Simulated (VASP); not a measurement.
# S (P4_2/mmc) in VASP: a series of runs, part 2 of 2

VASP 6.6.1. The steps go on from the part before.

### 3 Single point, PBE

This run uses another cell than the first one, of 33.75 Å³/atom.

INCAR

```
SYSTEM = S
PREC     = Accurate       ! precision mode
ENCUT    = 520            ! plane-wave cutoff, eV
EDIFF    = 1E-6           ! SCF threshold, eV
ISMEAR   = 0              ! smearing method
SIGMA    = 0.1            ! smearing width, eV
LREAL    = .FALSE.        ! projectors in reciprocal space
LASPH    = .TRUE.         ! aspherical terms in the spheres
NELM     = 80             ! most SCF steps
ALGO     = Normal         ! electronic algorithm
ISIF     = 2              ! what is computed and relaxed
LWAVE    = .FALSE.        ! write WAVECAR
LCHARG   = .FALSE.        ! write CHGCAR
GGA      = PE             ! functional
NBANDS   = 20             ! bands
```

KPOINTS

```
Automatic mesh
0
G
  4 4 4
  0 0 0
```

POSCAR

```
S
1.0
    5.1574346300      0.0000000000      0.0000000000
    0.0000000000      5.1574346300      0.0000000000
    0.0000000000      0.0000000000      5.0747675392
S
4
Direct
    0.3083227059      0.5000000000      0.5000000000
    0.6916772941      0.5000000000      0.5000000000
    0.5000000000      0.3083227059      0.0000000000
    0.5000000000      0.6916772941      0.0000000000
```

Potentials or basis: VASP PAW PBE potentials, release 64 (S).

Run with:

```
cat potpaw_PBE.64/S/POTCAR > POTCAR
mpirun -np 1 vasp_std > vasp.out
```

OUTCAR:

```text
SYSTEM = S
   PREC = Accurate
   ENCUT = 520
   EDIFF = 1E-6
   ISMEAR = 0
   LREAL = .FALSE.
   LASPH = .TRUE.
   NELM = 80
   ISIF = 2
   GGA = PE

 ion  position               nearest neighbor table
   1  0.308  0.500  0.500-   2 1.98
   2  0.692  0.500  0.500-   1 1.98
   3  0.500  0.308  0.000-   4 1.98
   4  0.500  0.692  0.000-   3 1.98

  LATTYP: Found a simple tetragonal cell.
 ALAT       =     5.1574346300
 C/A-ratio  =     0.9839712771

  Lattice vectors:

 A1 = (   5.1574346300,   0.0000000000,   0.0000000000)
 A2 = (   0.0000000000,   5.1574346300,   0.0000000000)
 A3 = (   0.0000000000,   0.0000000000,   5.0747675392)

Analysis of symmetry for initial positions (statically):
=====================================================================
 Subroutine PRICEL returns:
 Original cell was already a primitive cell.

 Routine SETGRP: Setting up the symmetry group for a
 simple tetragonal supercell.

 Subroutine GETGRP returns: Found 16 space group operations
 (whereof  8 operations were pure point group operations)
 out of a pool of 16 trial point group operations.

The static configuration has the point symmetry D_2h.
 The point group associated with its full space group is D_4h.

Analysis of symmetry for dynamics (positions and initial velocities):
=====================================================================
 Subroutine PRICEL returns:
 Original cell was already a primitive cell.

 Routine SETGRP: Setting up the symmetry group for a
 simple tetragonal supercell.

 Subroutine GETGRP returns: Found 16 space group operations
 (whereof  8 operations were pure point group operations)
 out of a pool of 16 trial point group operations.

[... 111 lines left out ...]
   EMIN   =  10.00;   EMAX   =-10.00  energy-range for DOS
   EFERMI =   0.00;   METHOD = LEGACY
   ISMEAR =     0;   SIGMA  =   0.10  broadening in eV -4-tet -1-fermi 0-gaus
   EFERMI_NEDOS =   21; number of points for ismear=-14 and -15
   IALGO  =     38    algorithm
   IMIX   =      4    mixing-type and parameters
     AMIX     =   0.40;   BMIX     =  1.00
     AMIX_MAG =   1.60;   BMIX_MAG =  1.00
  volume/ion in A,a.u.               =      33.75       227.73
  Fermi-wavevector in a.u.,A,eV,Ry     =   0.920557  1.739601 11.529921  0.847425
  Thomas-Fermi vector in A             =   2.045876
   LORBIT       =      0    0 simple, 1 ext, 2 COOP (PROOUT), +10 PAW based schemes
   GGA     = PE    functional components
   LHFCALC =     F    Hartree Fock is set to
   AEXX    =    0.0000 exact exchange contribution
   IVDW    =     0    specifies the selected vdW correction
   LEPSILON=     F    determine dielectric tensor
   LRPA    =     F    only Hartree local field effects (RPA)
 non-spin polarized calculation
 Gauss-broadening in eV      SIGMA  =   0.10
  energy-cutoff  :      520.00
  volume of cell :      134.98
 maximum number of plane-waves:      3703
 NGX is ok and might be reduce to    40
   NGX = 19   NGY = 19   NGZ = 19

 number of electron      23.9999996 magnetization

 Free energy of the ion-electron system (eV)
  ---------------------------------------------------
  ext. energy  EPLUGINS =         0.00000000
  ---------------------------------------------------
  free energy    TOTEN  =       -13.29795155 eV

  energy without entropy =      -13.26857384  energy(sigma->0) =      -13.28326269

 E-fermi :   0.5738     XC(G=0):  -6.9436

 val. band max:        0.5623028364   @ k =   0.5000   0.5000   0.2500
 cond. band min:       0.6075672821   @ k =   0.2500   0.2500   0.2500
 fundamental gap:      0.0452644457
 Fermi energy:         0.5738056625

 k-point     1 :       0.0000    0.0000    0.0000
  band No.  band energies     occupation
      1     -15.8937      2.00000
      2     -13.6521      2.00000
      3      -9.6257      2.00000
      4      -9.6257      2.00000
      5      -5.9646      2.00000
      6      -5.0307      2.00000
[... 403 lines left out ...]
     19       8.6617      0.00000
     20       8.6617      0.00000

------------------------ aborting loop because EDIFF is reached ----------------------------------------

  FORCE on cell =-STRESS in cart. coord.  units (eV):
  Direction    XX          YY          ZZ          XY          YZ          ZX
  --------------------------------------------------------------------------------------
  -------------------------------------------------------------------------------------
  Total       -0.2769951     -0.2769951      0.1963866      0.0000000      0.0000000      0.0000000
  in kB       -3.2877521     -3.2877521      2.3309815      0.0000000      0.0000000      0.0000000
  external PRESSURE =      -1.4148409 kB  Pullay stress =       0.0000000 kB

 VOLUME and BASIS-vectors are now :
 -----------------------------------------------------------------------------
  energy-cutoff  :      520.00
  volume of cell :      134.98
      direct lattice vectors                 reciprocal lattice vectors
     5.157434630  0.000000000  0.000000000     0.193894847  0.000000000  0.000000000
     0.000000000  5.157434630  0.000000000     0.000000000  0.193894847  0.000000000
     0.000000000  0.000000000  5.074767539     0.000000000  0.000000000  0.197053361

 POSITION                                       TOTAL-FORCE (eV/Angst)
 -----------------------------------------------------------------------------------
      1.59015      2.57872      2.53738         0.182560      0.000000     -0.000000
      3.56728      2.57872      2.53738        -0.182560      0.000000      0.000000
      2.57872      1.59015      0.00000         0.000000      0.182560     -0.000000
      2.57872      3.56728      0.00000         0.000000     -0.182560      0.000000
 -----------------------------------------------------------------------------------
    total drift:                                0.000000     -0.000000     -0.000000

  FREE ENERGIE OF THE ION-ELECTRON SYSTEM (eV)
  ---------------------------------------------------
  free  energy   TOTEN  =       -13.2979515459 eV

  energy  without entropy=      -13.2685738431  energy(sigma->0) =      -13.28326269
```

Wall time 37 s (1 thread of Oxide Virtual Turin-like, shared host); peak memory 0.2 GiB.

What came out:

```
Free energy            : -13.2980 eV
Pressure               : -0.1 GPa
Largest force          : 0.183 eV/Å
Band gap on the k mesh : zero (bands 12 and 13 overlap by 0.38 eV)
```

Forces on the atoms (eV/Å):
```
S    0.183  0.000  0.000
S   -0.183  0.000  0.000
S    0.000  0.183  0.000
S    0.000 -0.183  0.000
```

Levels at points of the mesh, in eV from the Fermi level:
| k point | band 10 | band 11 | band 12 | band 13 | band 14 | band 15 |
| --- | --- | --- | --- | --- | --- | --- |
| (0.00, 0.00, 0.00) | -0.88 | -0.64 | -0.64 | 0.46 | 1.04 | 4.88 |
| (0.50, 0.00, 0.00) | -1.29 | -1.16 | -0.62 | 0.65 | 0.78 | 2.23 |
| (0.50, 0.50, 0.00) | -1.77 | -1.13 | -1.13 | 0.43 | 0.85 | 2.32 |
| (0.00, 0.00, 0.50) | -3.34 | -0.07 | -0.07 | 0.95 | 0.95 | 4.44 |
| (0.50, 0.00, 0.50) | -3.13 | -0.62 | -0.21 | 0.56 | 1.03 | 2.27 |
| (0.50, 0.50, 0.50) | -3.12 | -0.86 | -0.86 | 0.65 | 0.65 | 2.31 |

Caveat: this functional lacks dispersion, which holds the molecules together, so the pressure and a relaxed volume are unreliable; this functional lacks dispersion, which binds layers or chains, so the pressure and a relaxed spacing across them are unreliable.

### 4 Single point, PBE

This run uses another cell than the first one, of 35.53 Å³/atom.

INCAR

```
PREC     = Accurate       # precision mode
ENCUT    = 520            # plane-wave cutoff, eV
EDIFF    = 1E-6           # SCF threshold, eV
ISMEAR   = 0              # smearing method
SIGMA    = 0.01           # smearing width, eV
LREAL    = False          # projectors in reciprocal space
LASPH    = True           # aspherical terms in the spheres
NELM     = 100            # most SCF steps
ALGO     = Fast           # electronic algorithm
ISIF     = 2              # what is computed and relaxed
LWAVE    = False          # write WAVECAR
LCHARG   = True           # write CHGCAR
GGA      = PE             # functional
LELF     = True           # ELF
LVHAR    = True         
NBANDS   = 20             # bands
```

KPOINTS

```
regular mesh
0
Gamma
  6 6 8
```

POSCAR

```
S
1.0
    5.4355289605      0.0000000000      0.0000000000
    0.0000000000      5.4355289605      0.0000000000
    0.0000000000      0.0000000000      4.8101855566
S
4
Direct
    0.3158553659      0.5000000000      0.5000000000
    0.6841446341      0.5000000000      0.5000000000
    0.5000000000      0.3158553659      0.0000000000
    0.5000000000      0.6841446341      0.0000000000
```

Run with:

```
cat potpaw_PBE.64/S/POTCAR > POTCAR
mpirun -np 1 vasp_std > vasp.out
```

Run time: 2.3 min. Hardware: 1 thread of Oxide Virtual Turin-like, shared host; peak memory 0.24 GiB.

Results (log left out):

| Quantity | Value |
| --- | --- |
| Free energy | -13.4333 eV |
| Pressure | -0.3 GPa |
| Largest force | 0.169 eV/Å |
| Band gap on the k mesh | zero (bands 12 and 13 overlap by 0.19 eV) |

Forces in eV/Å, atoms in the order of the input:
```
S    0.169  0.000  0.000
S   -0.169  0.000  0.000
S    0.000  0.169  0.000
S    0.000 -0.169  0.000
```

Stress tensor (GPa, compression positive):
```
-0.40  0.00  0.00
 0.00 -0.40  0.00
 0.00  0.00 -0.09
```

Levels at points of the mesh, in eV from the Fermi level:
```csv
k point,band 10,band 11,band 12,band 13,band 14,band 15
"(0.00, 0.00, 0.00)",-1.49,-1.10,-1.10,0.98,1.02,4.72
"(0.50, 0.00, 0.00)",-1.75,-1.40,-1.09,0.81,1.17,1.96
"(0.50, 0.50, 0.00)",-2.06,-1.38,-1.38,0.61,1.34,2.06
"(0.00, 0.00, 0.50)",-3.13,-0.48,-0.48,1.08,1.08,4.26
"(0.50, 0.00, 0.50)",-2.99,-0.84,-0.57,0.85,1.16,2.04
"(0.50, 0.50, 0.50)",-2.98,-0.99,-0.99,0.93,0.93,2.08
```

Caveat: this functional lacks dispersion, which holds the molecules together, so the pressure and a relaxed volume are unreliable; this functional lacks dispersion, which binds layers or chains, so the pressure and a relaxed spacing across them are unreliable.

### 5 Relaxation of cell and atoms, PBE

INCAR

```
PREC = Accurate ; ENCUT = 600
EDIFF = 1E-7 ; ISMEAR = 0
SIGMA = 0.1 ; LREAL = False
LASPH = True ; NELM = 80
ALGO = Normal ; ISIF = 3
LWAVE = False ; LCHARG = False
GGA = PE ; IBRION = 2
NSW = 90 ; EDIFFG = -0.04
```

KPOINTS

```
Automatic mesh
0
Gamma
  4 4 4
```

POSCAR

```
S
1.0
    5.4478662100      0.0000000000      0.0000000000
    0.0000000000      5.4478662100      0.0000000000
    0.0000000000      0.0000000000      3.9100630500
S
4
Direct
    0.3111455700      0.5000000000      0.5000000000
    0.6888544300      0.5000000000      0.5000000000
    0.5000000000      0.3111455700      0.0000000000
    0.5000000000      0.6888544300      0.0000000000
```

Run with:

```
cat potpaw_PBE.64/S/POTCAR > POTCAR
mpirun -np 1 vasp_std > vasp.out
```

Wall time 6.5 min (1 thread of Oxide Virtual Turin-like, shared host); peak memory 0.23 GiB.

Results (log left out):

- Free energy: -13.2989 eV
- Relaxed volume: 35.09 Å³/atom
- Relaxed cell: a = 5.246 Å, b = 5.246 Å, c = 5.100 Å, α = 90.00°, β = 90.00°, γ = 90.00°
- Space group after relaxing (to 0.1 Å): P4_2/mmc (No. 131)
- Energy gained by relaxing: 310.0 meV/atom
- Ionic steps: 12
- Pressure after relaxing: 0.0 GPa
- Largest force after relaxing: 0.007 eV/Å
- Band gap on the k mesh: zero (bands 12 and 13 overlap by 0.33 eV)

Forces in eV/Å, atoms in the order of the input:
```
S    0.007  0.000  0.000
S   -0.007  0.000  0.000
S    0.000  0.007  0.000
S    0.000 -0.007  0.000
```

Step by step:
```csv
step,energy change (eV),largest force (eV/Å),pressure (GPa),volume (Å³)
1,0.0000,1.4964,8.21,116.05
2,-0.4023,2.0845,-4.66,142.23
3,-0.6574,1.0378,-1.04,130.69
4,-0.9955,0.1184,-0.01,131.90
5,-1.0253,0.1720,0.71,132.12
6,-1.1003,0.6029,2.57,132.39
7,-0.6574,4.4347,7.22,132.27
8,-1.1131,0.8775,2.93,132.42
9,-1.2212,0.5537,0.64,141.04
10,-1.2243,0.5925,0.92,139.62
11,-1.2250,0.5321,-0.80,141.14
12,-1.2402,0.0072,0.02,140.37
```

Final structure:
```yaml
crystal:
  lattice:
    - [5.24642, 0.00000, 0.00000]
    - [0.00000, 5.24642, 0.00000]
    - [0.00000, 0.00000, 5.09987]
  atoms:
    - { symbol: S, position: [0.31256, 0.50000, 0.50000] }
    - { symbol: S, position: [0.68744, 0.50000, 0.50000] }
    - { symbol: S, position: [0.50000, 0.31256, 0.00000] }
    - { symbol: S, position: [0.50000, 0.68744, 0.00000] }
```

Levels at points of the mesh, in eV from the Fermi level:
```
           k point  band 9  band 10  band 11  band 12  band 13  band 14  band 15  band 16
(0.00, 0.00, 0.00)   -3.39    -0.89    -0.65    -0.65     0.43     0.99     4.85     5.57
(0.50, 0.00, 0.00)   -3.23    -1.25    -1.09    -0.63     0.58     0.77     2.35     5.49
(0.50, 0.50, 0.00)   -3.38    -1.67    -1.07    -1.07     0.48     0.74     2.45     2.45
(0.00, 0.00, 0.50)   -3.38    -3.38    -0.09    -0.09     0.92     0.92     4.46     4.46
(0.50, 0.00, 0.50)   -3.36    -3.21    -0.57    -0.22     0.58     0.98     2.42     4.93
(0.50, 0.50, 0.50)   -3.20    -3.20    -0.78    -0.78     0.65     0.65     2.46     2.46
```

Caveat: the k points lie up to 0.31 Å⁻¹ apart in the final cell; the volume moved by over 15 % at a fixed basis, so the end points are rough; this functional lacks dispersion, which binds layers or chains, so the pressure and a relaxed spacing across them are unreliable.

### 6 The runs side by side

```csv
task,cell,k mesh,cutoff (eV),smearing,gap on the mesh (eV),pressure (GPa),largest force (eV/Å)
single point,"a = 5.448, b = 5.448, c = 3.910 Å, 4 atoms, atomic positions A",4 × 4 × 4,520,gaussian 0.1 eV,none,8.2,1.50
single point,"a = 5.157, b = 5.157, c = 5.075 Å, 4 atoms, atomic positions B",4 × 4 × 4,520,gaussian 0.1 eV,none,-0.1,0.18
single point,"a = 5.436, b = 5.436, c = 4.810 Å, 4 atoms, atomic positions C",6 × 6 × 8,520,gaussian 0.01 eV,none,-0.3,0.17
relaxation of cell and atoms,"relaxed from a = 5.448, b = 5.448, c = 3.910 Å, 4 atoms, atomic positions A",4 × 4 × 4,600,gaussian 0.1 eV,none,0.0,0.01
```

Alike in all rows: level PBE; potentials or basis VASP PAW PBE potentials, release 64 (S); no spin polarisation.

Caveats: some runs use coarse meshes; this functional lacks dispersion, which binds layers or chains, so the pressure and a relaxed spacing across them are unreliable; this functional lacks dispersion, which holds the molecules together, so the pressure and a relaxed volume are unreliable (at least some runs); forces of over 1 eV/Å act on the atoms, so gaps and moduli don't describe the material at rest (at least some runs); the volume moved by over 15 % at a fixed basis, so the end points are rough (at least some runs).

Absolute energies hang on the potentials; compare differences alone.

The gap in the log of VASP goes by the Fermi energy; the results here count the filled bands.